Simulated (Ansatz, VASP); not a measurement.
**N: VASP beside Ansatz**

```
N
1.0
     5.64900    0.00000    0.00000
     0.00000    5.64900    0.00000
     0.00000    0.00000    5.64900
N
4
Direct
  0.03000 0.03000 0.03000
  0.47000 0.97000 0.53000
  0.53000 0.47000 0.97000
  0.97000 0.53000 0.47000
```

Alike in both runs: task single point; functional PBE; k mesh 4 × 4 × 4; occupations fermi-dirac, width 0.02 eV; no spin polarisation.

```csv
,VASP,Ansatz
version,VASP 6.6.1,Ansatz 0.2.0
potentials or method,"VASP PAW PBE potentials, release 64 (N), cutoff 520 eV","all-electron LAPW, scalar-relativistic"
```

```csv
,VASP,Ansatz,Ansatz less VASP
pressure (GPa),-4.0,-3.9,+0.04
rms of the force components (eV/Å),0.219,0.220,+0.0006
```

Atom by atom the forces differ by 0.001 eV/Å (rms over components). Ansatz ran all-electron here, and VASP with PAW potentials.
